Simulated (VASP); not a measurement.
# AlN (Fm-3m) in VASP: notebook, part 2 of 2

VASP 6.6.1.

## Step 3: Single point, HSE06 (strain +4.0%)

The input, POSCAR:

```
AlN
1.0
    0.0000000000      2.0996231902      2.0996231902
    2.0996231902      0.0000000000      2.0996231902
    2.0996231902      2.0996231902      0.0000000000
Al N
1 1
Direct
    0.0000000000      0.0000000000      0.0000000000
    0.5000000000      0.5000000000      0.5000000000
```

The input, INCAR.step1:

```
PREC = Accurate ; ENCUT = 520
EDIFF = 1E-5 ; ISMEAR = 0
SIGMA = 0.01 ; LREAL = F
LASPH = T ; NELM = 80
ALGO = Normal ; ISIF = 2
LWAVE = T ; LCHARG = F
GGA = PE ; NBANDS = 11
```

The input, INCAR.step2:

```
PREC = Accurate ; ENCUT = 520
EDIFF = 1E-6 ; ISMEAR = 0
SIGMA = 0.01 ; LREAL = F
LASPH = T ; NELM = 80
ALGO = Normal ; ISIF = 2
LWAVE = F ; LCHARG = F
GGA = PE ; LHFCALC = T
HFSCREEN = 0.2079 ; PRECFOCK = Normal
ISTART = 1 ; NBANDS = 11
```

The input, KPOINTS:

```
regular mesh
0
Gamma
  8 8 8
```

Potentials or basis: VASP PAW PBE potentials, release 64 (Al, N).

Command:

```sh
$ cat potpaw_PBE.64/Al/POTCAR potpaw_PBE.64/N/POTCAR > POTCAR
$ cp INCAR.step1 INCAR
$ mpirun -np 1 vasp_std > vasp.out
$ cp INCAR.step2 INCAR
$ mpirun -np 1 vasp_std > vasp.out
```

OUTCAR:

```text
PREC = Accurate
   ENCUT = 520
   EDIFF = 1E-6
   ISMEAR = 0
   LREAL = F
   LASPH = T
   NELM = 80
   ISIF = 2
   GGA = PE
   LHFCALC = T
   HFSCREEN = 0.2079
   PRECFOCK = Normal
   ISTART = 1

 ion  position               nearest neighbor table
   1  0.000  0.000  0.000-   2 2.10   2 2.10   2 2.10   2 2.10   2 2.10   2 2.10
   2  0.500  0.500  0.500-   1 2.10   1 2.10   1 2.10   1 2.10   1 2.10   1 2.10

  LATTYP: Found a face centered cubic cell.
 ALAT       =     4.1992463804

  Lattice vectors:

 A1 = (   0.0000000000,   2.0996231902,   2.0996231902)
 A2 = (   2.0996231902,   0.0000000000,   2.0996231902)
 A3 = (   2.0996231902,   2.0996231902,   0.0000000000)

Analysis of symmetry for initial positions (statically):
=====================================================================
 Subroutine PRICEL returns:
 Original cell was already a primitive cell.

 Routine SETGRP: Setting up the symmetry group for a
 face centered cubic supercell.

 Subroutine GETGRP returns: Found 48 space group operations
 (whereof 48 operations were pure point group operations)
 out of a pool of 48 trial point group operations.

The static configuration has the point symmetry O_h .

Analysis of symmetry for dynamics (positions and initial velocities):
=====================================================================
 Subroutine PRICEL returns:
 Original cell was already a primitive cell.

 Routine SETGRP: Setting up the symmetry group for a
 face centered cubic supercell.

 Subroutine GETGRP returns: Found 48 space group operations
 (whereof 48 operations were pure point group operations)
 out of a pool of 48 trial point group operations.

The dynamic configuration has the point symmetry O_h .

 Subroutine INISYM returns: Found 48 space group operations
 (whereof 48 operations are pure point group operations),
 and found     1 'primitive' translations

----------------------------------------------------------------------------------------

                                     Primitive cell

  volume of cell :      18.5120

  direct lattice vectors                    reciprocal lattice vectors
     0.000000000  2.099623190  2.099623190    -0.238137968  0.238137968  0.238137968
     2.099623190  0.000000000  2.099623190     0.238137968 -0.238137968  0.238137968
     2.099623190  2.099623190  0.000000000     0.238137968  0.238137968 -0.238137968

  length of vectors
     2.969315591  2.969315591  2.969315591     0.412467060  0.412467060  0.412467060

  position of ions in fractional coordinates (direct lattice)
     0.000000000  0.000000000  0.000000000
     0.500000000  0.500000000  0.500000000

  ion indices of the primitive-cell ions
   primitive index   ion index
                 1           1
                 2           2

----------------------------------------------------------------------------------------

 KPOINTS: regular mesh

Automatic generation of k-mesh.
 Grid dimensions read from file:
 generate k-points for:    8    8    8

 Generating k-lattice:

  Cartesian coordinates                     Fractional coordinates (reciprocal lattice)
    -0.029767246  0.029767246  0.029767246     0.125000000  0.000000000  0.000000000
[... 47 lines left out ...]
   NGX,Y,Z   is equivalent  to a cutoff of  13.44, 13.44, 13.44 a.u.
   NGXF,Y,Z  is equivalent  to a cutoff of  26.87, 26.87, 26.87 a.u.
 SYSTEM =  unknown system
   PREC   = accura    normal or accurate (medium, high low for compatibility)
   ISTART =      1    job   : 0-new  1-cont  2-samecut
   ICHARG =      0    charge: 1-file 2-atom 10-const
   ISPIN  =      1    spin polarized calculation?
   LNONCOLLINEAR =      F non collinear calculations
   LSORBIT =      F    spin-orbit coupling
   LASPH  =      T    aspherical Exc in radial PAW
   ENCUT  =  520.0 eV  38.22 Ry    6.18 a.u.   5.52  5.52  5.52*2*pi/ulx,y,z
   NELM   =     80;   NELMIN=  2; NELMDL=  0     # of ELM steps
   EDIFF  = 0.1E-05   stopping-criterion for ELM
   LREAL  =      F    real-space projection
   EDIFFG = 0.1E-04   stopping-criterion for IOM
   NSW    =      0    number of steps for IOM
   IBRION =     -1    ionic relax: 0-MD 1-quasi-New 2-CG
   NFREE  =      0    steps in history (QN), initial steepest desc. (CG)
   ISIF   =      2    stress and relaxation
   ISYM   =      3    0-nonsym 1-usesym 2-fastsym
   POTIM  = 0.5000    time-step for ionic-motion
   TEBEG  =    0.0;   TEEND  =   0.0 temperature during run
   PSTRESS=    0.0 pullay stress
   NELECT =       8.0000    total number of electrons
   NUPDOWN=      -1.0000    fix difference up-down
   EMIN   =  10.00;   EMAX   =-10.00  energy-range for DOS
   EFERMI =   0.00;   METHOD = LEGACY
   ISMEAR =     0;   SIGMA  =   0.01  broadening in eV -4-tet -1-fermi 0-gaus
   EFERMI_NEDOS =   21; number of points for ismear=-14 and -15
   IALGO  =     38    algorithm
   IMIX   =      1    mixing-type and parameters
     AMIX     =   0.40;   BMIX     =  1.00
     AMIX_MAG =   1.60;   BMIX_MAG =  1.00
  volume/ion in A,a.u.               =       9.26        62.46
  Fermi-wavevector in a.u.,A,eV,Ry     =   1.237714  2.338939 20.843238  1.531935
  Thomas-Fermi vector in A             =   2.372269
   LORBIT       =      0    0 simple, 1 ext, 2 COOP (PROOUT), +10 PAW based schemes
   GGA     = PE    functional components
   LHFCALC =     T    Hartree Fock is set to
   PRECFOCK=normal    Normal, Fast or Accurate (Low or Medium for compatibility)
   ENCUT4O =  -1.0   cutoff for four orbital integrals eV
   NKREDX  =     1    reduce k-point grid by
   NKREDY  =     1    reduce k-point grid by
   NKREDZ  =     1    reduce k-point grid by
   AEXX    =    0.2500 exact exchange contribution
   HFSCREEN=    0.2079 screening length (either q_TF or 0.3 A-1)
   HFSCREENC=   0.2079 screening length for correlation (either q_TF or 0.3 A-1)
   ENCUTFOCK=  -1.0 apply spherical cutoff to Coloumb kernel
   IVDW    =     0    specifies the selected vdW correction
   LEPSILON=     F    determine dielectric tensor
   LRPA    =     F    only Hartree local field effects (RPA)
 non-spin polarized calculation
 Gauss-broadening in eV      SIGMA  =   0.01
  energy-cutoff  :      520.00
  volume of cell :       18.51
 maximum number of plane-waves:       531
 NGX is ok and might be reduce to    24
  NGX = 18; NGY = 18; NGZ = 18

 number of electron       8.0000001 magnetization

 Free energy of the ion-electron system (eV)
  ---------------------------------------------------
  ext. energy  EPLUGINS =         0.00000000
  ---------------------------------------------------
  free energy    TOTEN  =       -16.93583478 eV

  energy without entropy =      -16.93583478  energy(sigma->0) =      -16.93583478

 E-fermi :   7.8837     XC(G=0):  -9.6552

 val. band max:        7.7452617014   @ k =   0.0000   0.0000   0.0000
 cond. band min:      12.5697409048   @ k =   0.5000   0.5000   0.0000
 fundamental gap:      4.8244792034
 Fermi energy:         7.8836889726

 k-point     1 :       0.0000    0.0000    0.0000
  band No.  band energies     occupation
      1     -10.4558      2.00000
      2       7.7453      2.00000
      3       7.7453      2.00000
      4       7.7453      2.00000
      5      13.2400      0.00000
      6      21.0989      0.00000
      7      21.0989      0.00000
      8      21.0989      0.00000
      9      25.9706      0.00000
     10      26.5339      0.00000
     11      26.5340      0.00000
[... 309 lines left out ...]
 k-point    24 :      -0.3750    0.2500    0.1250
  band No.  band energies     occupation
      1      -6.9884      2.00000
      2       0.3838      2.00000
      3       4.1673      2.00000
      4       5.8667      2.00000
      5      16.8120      0.00000
      6      16.8727      0.00000
      7      20.8730      0.00000
      8      21.1033      0.00000
      9      26.5599      0.00000
     10      27.2770      0.00000
     11      30.8168      0.00000

 [... further k-points ...]

------------------------ aborting loop because EDIFF is reached ----------------------------------------

  FORCE on cell =-STRESS in cart. coord.  units (eV):
  Direction    XX          YY          ZZ          XY          YZ          ZX
  --------------------------------------------------------------------------------------
  -------------------------------------------------------------------------------------
  Total       -3.1266356     -3.1266356     -3.1266356      0.0000000      0.0000000     -0.0000000
  in kB     -270.6037273   -270.6037273   -270.6037273      0.0000000      0.0000000     -0.0000000
  external PRESSURE =    -270.6037273 kB  Pullay stress =       0.0000000 kB

 VOLUME and BASIS-vectors are now :
 -----------------------------------------------------------------------------
  energy-cutoff  :      520.00
  volume of cell :       18.51
      direct lattice vectors                 reciprocal lattice vectors
     0.000000000  2.099623190  2.099623190    -0.238137968  0.238137968  0.238137968
     2.099623190  0.000000000  2.099623190     0.238137968 -0.238137968  0.238137968
     2.099623190  2.099623190  0.000000000     0.238137968  0.238137968 -0.238137968

 POSITION                                       TOTAL-FORCE (eV/Angst)
 -----------------------------------------------------------------------------------
      0.00000      0.00000      0.00000         0.000000      0.000000      0.000000
      2.09962      2.09962      2.09962         0.000000     -0.000000     -0.000000
 -----------------------------------------------------------------------------------
    total drift:                                0.000000      0.000000      0.000000

  FREE ENERGIE OF THE ION-ELECTRON SYSTEM (eV)
  ---------------------------------------------------
  free  energy   TOTEN  =       -16.9358347791 eV

  energy  without entropy=      -16.9358347791  energy(sigma->0) =      -16.93583478
```

OUTCAR.step1:

```text
PREC = Accurate
   ENCUT = 520
   EDIFF = 1E-5
   ISMEAR = 0
   LREAL = F
   LASPH = T
[... 557 lines left out ...]
 -----------------------------------------------------------------------------------
      0.00000      0.00000      0.00000         0.000000      0.000000     -0.000000
      2.09962      2.09962      2.09962        -0.000000     -0.000000      0.000000
 -----------------------------------------------------------------------------------
    total drift:                               -0.000000     -0.000000      0.000000

  FREE ENERGIE OF THE ION-ELECTRON SYSTEM (eV)
  ---------------------------------------------------
  free  energy   TOTEN  =       -14.4357180440 eV

  energy  without entropy=      -14.4357180440  energy(sigma->0) =      -14.43571804
```

OSZICAR.step1:

```text
N       E                     dE             d eps       ncg     rms          rms(c)
DAV:   1     0.109670173795E+02    0.10967E+02   -0.40122E+03   662   0.620E+02
DAV:   2    -0.153052104490E+02   -0.26272E+02   -0.25504E+02   754   0.138E+02
DAV:   3    -0.160970791820E+02   -0.79187E+00   -0.79058E+00   784   0.227E+01
DAV:   4    -0.161004831575E+02   -0.34040E-02   -0.34037E-02   725   0.159E+00
DAV:   5    -0.161005166991E+02   -0.33542E-04   -0.33541E-04   751   0.153E-01    0.722E+00
DAV:   6    -0.144510213725E+02    0.16495E+01   -0.81593E+00   692   0.144E+01    0.248E+00
DAV:   7    -0.144435727782E+02    0.74486E-02   -0.13120E-01   698   0.286E+00    0.168E+00
DAV:   8    -0.144360789073E+02    0.74939E-02   -0.19665E-02   665   0.122E+00    0.344E-01
DAV:   9    -0.144356547990E+02    0.42411E-03   -0.17513E-03   728   0.242E-01    0.149E-01
DAV:  10    -0.144357222236E+02   -0.67425E-04   -0.14855E-04   707   0.918E-02    0.339E-02
DAV:  11    -0.144357180440E+02    0.41797E-05   -0.11020E-05   391   0.188E-02
   1 F= -.14435718E+02 E0= -.14435718E+02  d E =-.503905E-93
```

It took 46 min on 1 thread of Oxide Virtual Turin-like, shared host; peak memory 0.22 GiB.

What came out:

- Free energy: -16.9358 eV
- Pressure: -27.1 GPa
- Band gap on the k mesh: 4.82 eV (least direct gap 5.49 eV)

Caveat: the cell differs from its parent crystal (strain +4.0%); the cell stands under tension; the structure was generated, so it needn't be the stable form of AlN; the PAW data sets were made with another functional, which shifts forces and pressure a little. A k mesh can miss the band edges.
